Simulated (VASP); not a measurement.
# TiO2 (I4_1/amd) in VASP: notebook, part 2 of 2

VASP 6.6.1. The steps go on from the part before.

### 4 Single point, r2SCAN

This run uses another cell than the first one, of 11.40 Å³/atom, 1.007 times its volume.

Input file POSCAR:

```
TiO2
1.0
   -1.8888957392      1.8888957392      4.7917366880
    1.8888957392     -1.8888957392      4.7917366880
    1.8888957392      1.8888957392     -4.7917366880
Ti O
2 4
Direct
    0.0000000000      0.0000000000      0.0000000000
    0.7500000000      0.2500000000      0.5000000000
    0.9572856480      0.4572856480      0.5000000000
    0.2072856480      0.2072856480      0.0000000000
    0.5427143520      0.0427143520      0.5000000000
    0.7927143520      0.7927143520      0.0000000000
```

Input file INCAR.step1:

```
PREC     = Accurate       # precision mode
ENCUT    = 520            # plane-wave cutoff, eV
ISMEAR   = -1             # smearing method
SIGMA    = 0.02           # smearing width, eV
LREAL    = False          # projectors in reciprocal space
LASPH    = True           # aspherical terms in the spheres
NELM     = 60             # most SCF steps
NBANDS   = 33             # bands
GGA      = PE             # functional
ALGO     = Normal         # electronic algorithm
EDIFF    = 1E-4           # SCF threshold, eV
LWAVE    = True           # write WAVECAR
LCHARG   = False          # write CHGCAR
```

Input file INCAR.step2:

```
PREC     = Accurate       # precision mode
ENCUT    = 520            # plane-wave cutoff, eV
EDIFF    = 1E-6           # SCF threshold, eV
ISMEAR   = -1             # smearing method
SIGMA    = 0.02           # smearing width, eV
LREAL    = False          # projectors in reciprocal space
LASPH    = True           # aspherical terms in the spheres
NELM     = 60             # most SCF steps
ALGO     = Normal         # electronic algorithm
ISIF     = 2              # what is computed and relaxed
LWAVE    = False          # write WAVECAR
LCHARG   = False          # write CHGCAR
METAGGA  = R2SCAN         # meta-GGA
LMIXTAU  = True         
NBANDS   = 33             # bands
ISTART   = 1
```

Input file KPOINTS:

```
Automatic mesh
0
Gamma
  8 8 8
```

Potentials or basis: VASP PAW PBE potentials, release 64 (Ti_sv, O).

On the command line:

```sh
> cat potpaw_PBE.64/Ti_sv/POTCAR potpaw_PBE.64/O/POTCAR > POTCAR
> cp INCAR.step1 INCAR
> mpirun -np 1 vasp_std > vasp.out
> cp INCAR.step2 INCAR
> mpirun -np 1 vasp_std > vasp.out
```

OUTCAR:

```text
PREC = Accurate
   ENCUT = 520
   EDIFF = 1E-6
   ISMEAR = -1
   LREAL = False
   LASPH = True
   NELM = 60
   ISIF = 2
   METAGGA = R2SCAN
   ISTART = 1

 ion  position               nearest neighbor table
   1  0.000  0.000  0.000-   5 1.93   3 1.93   5 1.93   3 1.93   4 1.99   6 1.99
   2  0.750  0.250  0.500-   6 1.93   4 1.93   6 1.93   4 1.93   3 1.99   5 1.99
   3  0.957  0.457  0.500-   1 1.93   1 1.93   2 1.99
   4  0.207  0.207  0.000-   2 1.93   2 1.93   1 1.99
   5  0.543  0.043  0.500-   1 1.93   1 1.93   2 1.99
   6  0.793  0.793  0.000-   2 1.93   2 1.93   1 1.99

  LATTYP: Found a body centered tetragonal cell.
 ALAT       =     3.7777914784
 C/A-ratio  =     2.5367925760

  Lattice vectors:

 A1 = (  -1.8888957392,   1.8888957392,   4.7917366880)
 A2 = (   1.8888957392,  -1.8888957392,   4.7917366880)
 A3 = (   1.8888957392,   1.8888957392,  -4.7917366880)

Analysis of symmetry for initial positions (statically):
=====================================================================
 Subroutine PRICEL returns:
 Original cell was already a primitive cell.

 Routine SETGRP: Setting up the symmetry group for a
 body centered tetragonal supercell.

 Subroutine GETGRP returns: Found 16 space group operations
 (whereof  8 operations were pure point group operations)
 out of a pool of 16 trial point group operations.

The static configuration has the point symmetry D_2d.
 The point group associated with its full space group is D_4h.

Analysis of symmetry for dynamics (positions and initial velocities):
=====================================================================
 Subroutine PRICEL returns:
 Original cell was already a primitive cell.

 Routine SETGRP: Setting up the symmetry group for a
 body centered tetragonal supercell.

 Subroutine GETGRP returns: Found 16 space group operations
 (whereof  8 operations were pure point group operations)
 out of a pool of 16 trial point group operations.

The dynamic configuration has the point symmetry D_2d.
 The point group associated with its full space group is D_4h.

 Subroutine INISYM returns: Found 16 space group operations
 (whereof  8 operations are pure point group operations),
 and found     1 'primitive' translations

----------------------------------------------------------------------------------------

                                     Primitive cell

  volume of cell :      68.3863

  direct lattice vectors                    reciprocal lattice vectors
    -1.888895739  1.888895739  4.791736688     0.000000000  0.264704922  0.104346301
     1.888895739 -1.888895739  4.791736688     0.264704922  0.000000000  0.104346301
     1.888895739  1.888895739 -4.791736688     0.264704922  0.264704922  0.000000000

  length of vectors
     5.486036339  5.486036339  5.486036339     0.284529166  0.284529166  0.374349291

  position of ions in fractional coordinates (direct lattice)
     0.000000000  0.000000000  0.000000000
     0.750000000  0.250000000  0.500000000
     0.957285648  0.457285648  0.500000000
     0.207285648  0.207285648  0.000000000
     0.542714352  0.042714352  0.500000000
     0.792714352  0.792714352  0.000000000

  ion indices of the primitive-cell ions
   primitive index   ion index
                 1           1
                 2           2
                 3           3
                 4           4
                 5           5
                 6           6

[... 31 lines left out ...]
  0.375000 -0.000000  0.000000      8.000000
  0.500000 -0.000000  0.000000      4.000000
  0.125000  0.125000  0.000000      8.000000
[... 16 lines left out ...]
  0.250000  0.125000  0.125000     16.000000
  0.375000  0.125000  0.125000      8.000000
 [... further k-points ...]
   k-points           NKPTS =     59   k-points in BZ     NKDIM =     59   number of bands    NBANDS=     33
   number of dos      NEDOS =    301   number of ions     NIONS =      6
   total plane-waves  NPLWV =  74088
   dimension x,y,z NGX =    42 NGY =   42 NGZ =   42
   dimension x,y,z NGXF=    84 NGYF=   84 NGZF=   84
   ions per type =               2   4
   NGX,Y,Z   is equivalent  to a cutoff of  12.73, 12.73, 12.73 a.u.
   NGXF,Y,Z  is equivalent  to a cutoff of  25.45, 25.45, 25.45 a.u.
 SYSTEM =  unknown system
   PREC   = accura    normal or accurate (medium, high low for compatibility)
   ISTART =      1    job   : 0-new  1-cont  2-samecut
   ICHARG =      0    charge: 1-file 2-atom 10-const
   ISPIN  =      1    spin polarized calculation?
   LNONCOLLINEAR =      F non collinear calculations
   LSORBIT =      F    spin-orbit coupling
   LASPH  =      T    aspherical Exc in radial PAW
   ENCUT  =  520.0 eV  38.22 Ry    6.18 a.u.  10.20 10.20 10.20*2*pi/ulx,y,z
   NELM   =     60;   NELMIN=  2; NELMDL=  0     # of ELM steps
   EDIFF  = 0.1E-05   stopping-criterion for ELM
   LREAL  =      F    real-space projection
   EDIFFG = 0.1E-04   stopping-criterion for IOM
   NSW    =      0    number of steps for IOM
   IBRION =     -1    ionic relax: 0-MD 1-quasi-New 2-CG
   NFREE  =      0    steps in history (QN), initial steepest desc. (CG)
   ISIF   =      2    stress and relaxation
   ISYM   =      2    0-nonsym 1-usesym 2-fastsym
   POTIM  = 0.5000    time-step for ionic-motion
   TEBEG  =    0.0;   TEEND  =   0.0 temperature during run
   PSTRESS=    0.0 pullay stress
   NELECT =      48.0000    total number of electrons
   NUPDOWN=      -1.0000    fix difference up-down
   EMIN   =  10.00;   EMAX   =-10.00  energy-range for DOS
   EFERMI =   0.00;   METHOD = LEGACY
   ISMEAR =    -1;   SIGMA  =   0.02  broadening in eV -4-tet -1-fermi 0-gaus
   EFERMI_NEDOS =   21; number of points for ismear=-14 and -15
   IALGO  =     38    algorithm
   IMIX   =      4    mixing-type and parameters
     AMIX     =   0.40;   BMIX     =  1.00
     AMIX_MAG =   1.60;   BMIX_MAG =  1.00
  volume/ion in A,a.u.               =      11.40        76.92
  Fermi-wavevector in a.u.,A,eV,Ry     =   1.454897  2.749357 28.799799  2.116726
  Thomas-Fermi vector in A             =   2.571994
   LORBIT       =      0    0 simple, 1 ext, 2 COOP (PROOUT), +10 PAW based schemes
   METAGGA = R2SCAN    functional components
   LHFCALC =     F    Hartree Fock is set to
   AEXX    =    0.0000 exact exchange contribution
   IVDW    =     0    specifies the selected vdW correction
   LEPSILON=     F    determine dielectric tensor
   LRPA    =     F    only Hartree local field effects (RPA)
 non-spin polarized calculation
  energy-cutoff  :      520.00
  volume of cell :       68.39
 maximum number of plane-waves:      1858
 NGX is ok and might be reduce to    42
   NGX = 21   NGY = 21   NGZ = 21

 number of electron      47.9999993 magnetization

 Free energy of the ion-electron system (eV)
  ---------------------------------------------------
  ext. energy  EPLUGINS =         0.00000000
  ---------------------------------------------------
  free energy    TOTEN  =       -69.85810322 eV

  energy without entropy =      -69.85810322  energy(sigma->0) =      -69.85810322

 E-fermi :   3.5453     XC(G=0): -11.4457

 val. band max:        2.9782622923   @ k =  -0.3750   0.3750   0.0000
 cond. band min:       5.5688386174   @ k =   0.0000   0.0000   0.0000
 fundamental gap:      2.5905763252
 Fermi energy:         3.5453355720

 k-point     1 :       0.0000    0.0000    0.0000
  band No.  band energies     occupation
      1     -55.5683      2.00000
      2     -55.5093      2.00000
      3     -30.9855      2.00000
      4     -30.7374      2.00000
      5     -30.7374      2.00000
      6     -30.6684      2.00000
[... 853 lines left out ...]
     32      10.0407      0.00000
     33      10.6610      0.00000

 [... further k-points ...]

------------------------ aborting loop because EDIFF is reached ----------------------------------------

  FORCE on cell =-STRESS in cart. coord.  units (eV):
  Direction    XX          YY          ZZ          XY          YZ          ZX
  --------------------------------------------------------------------------------------
  -------------------------------------------------------------------------------------
  Total        0.5572698      0.5572698      0.4647784      0.0000000     -0.0000000      0.0000000
  in kB       13.0559107     13.0559107     10.8889914      0.0000000     -0.0000000      0.0000000
  external PRESSURE =      12.3336043 kB  Pullay stress =       0.0000000 kB

 VOLUME and BASIS-vectors are now :
 -----------------------------------------------------------------------------
  energy-cutoff  :      520.00
  volume of cell :       68.39
      direct lattice vectors                 reciprocal lattice vectors
    -1.888895739  1.888895739  4.791736688     0.000000000  0.264704922  0.104346301
     1.888895739 -1.888895739  4.791736688     0.264704922  0.000000000  0.104346301
     1.888895739  1.888895739 -4.791736688     0.264704922  0.264704922  0.000000000

 POSITION                                       TOTAL-FORCE (eV/Angst)
 -----------------------------------------------------------------------------------
      0.00000      0.00000      0.00000         0.000000      0.000000     -0.000000
      0.00000      1.88890      2.39587         0.000000      0.000000     -0.000000
      0.00000      1.88890      4.38238         0.000000     -0.000000      0.025871
      0.00000      0.00000      1.98652        -0.000000      0.000000      0.025871
      0.00000      1.88890      0.40935         0.000000     -0.000000     -0.025871
      0.00000      0.00000      7.59696        -0.000000      0.000000     -0.025871
 -----------------------------------------------------------------------------------
    total drift:                               -0.000000     -0.000000      0.000000

  FREE ENERGIE OF THE ION-ELECTRON SYSTEM (eV)
  ---------------------------------------------------
  free  energy   TOTEN  =       -69.8581032230 eV

  energy  without entropy=      -69.8581032230  energy(sigma->0) =      -69.85810322
```

It took 7.7 min on 1 thread of Intel Xeon 6975P-C (Granite Rapids), shared host; peak memory 0.34 GiB.

Results:

- Free energy: -69.8581 eV
- Pressure: 1.2 GPa
- Largest force: 0.026 eV/Å
- Band gap on the k mesh: 2.59 eV, indirect (least direct gap 2.90 eV)

Forces on the atoms (eV/Å):
```
Ti   0.000  0.000  0.000
Ti   0.000  0.000  0.000
O    0.000  0.000  0.026
O    0.000  0.000  0.026
O    0.000  0.000 -0.026
O    0.000  0.000 -0.026
```

Caveat: the PAW data sets were made with another functional, which shifts forces and pressure a little. A k mesh can miss the band edges.

### 5 Single point, PBE

This run uses another cell than the first one, of 11.40 Å³/atom, 1.007 times its volume.

Input file INCAR:

```
  ALGO = Normal
  EDIFF = 1E-7
  ENCUT = 520
  GGA = PE
  ISIF = 2
  ISMEAR = -1
  LASPH = T
  LCHARG = F
  LREAL = F
  LWAVE = F
  NBANDS = 33
  NELM = 100
  PREC = Accurate
  SIGMA = 0.02
```

Input file KPOINTS:

```
k-points
0
Gamma
  10 10 10
```

POSCAR is that of step 4.

Potentials or basis: VASP PAW PBE potentials, release 64 (Ti_sv, O).

On the command line:

```sh
> cat potpaw_PBE.64/Ti_sv/POTCAR potpaw_PBE.64/O/POTCAR > POTCAR
> mpirun -np 1 vasp_std > vasp.out
```

OUTCAR:

```text
EDIFF = 1E-7
   ENCUT = 520
   GGA = PE
   ISIF = 2
   ISMEAR = -1
   LASPH = T
   LREAL = F
   NELM = 100
   PREC = Accurate

 ion  position               nearest neighbor table
   1  0.000  0.000  0.000-   5 1.93   3 1.93   5 1.93   3 1.93   4 1.99   6 1.99
   2  0.750  0.250  0.500-   6 1.93   4 1.93   6 1.93   4 1.93   3 1.99   5 1.99
   3  0.957  0.457  0.500-   1 1.93   1 1.93   2 1.99
   4  0.207  0.207  0.000-   2 1.93   2 1.93   1 1.99
   5  0.543  0.043  0.500-   1 1.93   1 1.93   2 1.99
   6  0.793  0.793  0.000-   2 1.93   2 1.93   1 1.99

  LATTYP: Found a body centered tetragonal cell.
 ALAT       =     3.7777914784
 C/A-ratio  =     2.5367925760

  Lattice vectors:

 A1 = (  -1.8888957392,   1.8888957392,   4.7917366880)
 A2 = (   1.8888957392,  -1.8888957392,   4.7917366880)
 A3 = (   1.8888957392,   1.8888957392,  -4.7917366880)

Analysis of symmetry for initial positions (statically):
=====================================================================
 Subroutine PRICEL returns:
[... 184 lines left out ...]
 cond. band min:       5.4910185899   @ k =   0.0000   0.0000   0.0000
 fundamental gap:      2.1364238019
 Fermi energy:         3.7561033834

 k-point     1 :       0.0000    0.0000    0.0000
  band No.  band energies     occupation
      1     -53.0271      2.00000
      2     -52.9691      2.00000
      3     -29.4881      2.00000
      4     -29.2508      2.00000
      5     -29.2508      2.00000
      6     -29.1821      2.00000
[... 853 lines left out ...]
     32       9.8397      0.00000
     33      10.7347      0.00000

 [... further k-points ...]

------------------------ aborting loop because EDIFF is reached ----------------------------------------

  FORCE on cell =-STRESS in cart. coord.  units (eV):
  Direction    XX          YY          ZZ          XY          YZ          ZX
  --------------------------------------------------------------------------------------
  -------------------------------------------------------------------------------------
  Total        2.2185362      2.2185362      2.4288688      0.0000000      0.0000000      0.0000000
  in kB       51.9766395     51.9766395     56.9043843      0.0000000      0.0000000      0.0000000
  external PRESSURE =      53.6192211 kB  Pullay stress =       0.0000000 kB

 VOLUME and BASIS-vectors are now :
 -----------------------------------------------------------------------------
  energy-cutoff  :      520.00
  volume of cell :       68.39
      direct lattice vectors                 reciprocal lattice vectors
    -1.888895739  1.888895739  4.791736688     0.000000000  0.264704922  0.104346301
     1.888895739 -1.888895739  4.791736688     0.264704922  0.000000000  0.104346301
     1.888895739  1.888895739 -4.791736688     0.264704922  0.264704922  0.000000000

 POSITION                                       TOTAL-FORCE (eV/Angst)
 -----------------------------------------------------------------------------------
      0.00000      0.00000      0.00000         0.000000      0.000000      0.000000
      0.00000      1.88890      2.39587         0.000000      0.000000     -0.000000
      0.00000      1.88890      4.38238         0.000000      0.000000      0.106607
      0.00000      0.00000      1.98652        -0.000000     -0.000000      0.106607
      0.00000      1.88890      0.40935         0.000000      0.000000     -0.106607
      0.00000      0.00000      7.59696        -0.000000     -0.000000     -0.106607
 -----------------------------------------------------------------------------------
    total drift:                               -0.000000     -0.000000      0.000000

  FREE ENERGIE OF THE ION-ELECTRON SYSTEM (eV)
  ---------------------------------------------------
  free  energy   TOTEN  =       -53.8340853395 eV

  energy  without entropy=      -53.8340853394  energy(sigma->0) =      -53.83408534
```

Run time: 3.7 min. Hardware: 1 thread of Intel Xeon 6975P-C (Granite Rapids), shared host; peak memory 0.36 GiB.

Results:

* Free energy: -53.8341 eV
* Pressure: 5.4 GPa
* Largest force: 0.107 eV/Å
* Band gap on the k mesh: 2.14 eV, indirect (least direct gap 2.45 eV)

Forces on the atoms (eV/Å):
```
Ti   0.000  0.000  0.000
Ti   0.000  0.000  0.000
O    0.000  0.000  0.107
O    0.000  0.000  0.107
O    0.000  0.000 -0.107
O    0.000  0.000 -0.107
```

Levels at points of the mesh, in eV from the valence-band top:
| k point | band 20 | band 21 | band 22 | band 23 | band 24 | band 25 | band 26 | band 27 | band 28 | band 29 |
| --- | --- | --- | --- | --- | --- | --- | --- | --- | --- | --- |
| (0.00, 0.00, 0.00) | -0.78 | -0.77 | -0.77 | -0.45 | -0.45 | 2.14 | 2.85 | 4.04 | 4.04 | 4.05 |
| (0.50, 0.00, 0.00) | -1.94 | -1.94 | -0.92 | -0.83 | -0.64 | 3.26 | 3.56 | 3.58 | 3.64 | 4.30 |
| (0.50, 0.50, 0.00) | -2.63 | -2.03 | -2.03 | -0.04 | -0.04 | 3.32 | 3.32 | 3.80 | 3.80 | 4.90 |
| (0.50, 0.50, 0.50) | -1.34 | -1.24 | -1.24 | -0.10 | -0.10 | 2.48 | 2.48 | 3.79 | 3.79 | 4.31 |

A k mesh can miss the band edges.

### 6 Overview

```tsv
level	cell	k mesh	gap on the mesh (eV)	pressure (GPa)	largest force (eV/Å)
PBEsol	a = 5.471 Å, angles 139.7, 139.7, 58.3°, 6 atoms	8 × 8 × 8	2.13	0.7	0.02
PBE	a = 5.543 Å, angles 139.9, 139.9, 58.0°, 6 atoms	8 × 8 × 8	2.14	0.7	0.02
r2SCAN	a = 5.486 Å, angles 139.7, 139.7, 58.3°, 6 atoms	8 × 8 × 8	2.59	1.2	0.03
PBE	a = 5.486 Å, angles 139.7, 139.7, 58.3°, 6 atoms	10 × 10 × 10	2.14	5.4	0.11
```

Alike in all rows: task single point; potentials or basis VASP PAW PBE potentials, release 64 (Ti_sv, O); no spin polarisation; cutoff (eV) 520; smearing fermi-dirac 0.02 eV.

Caveats: the PAW data sets were made with another functional, which shifts forces and pressure a little (some runs).

Absolute energies hang on the potentials; compare differences alone.
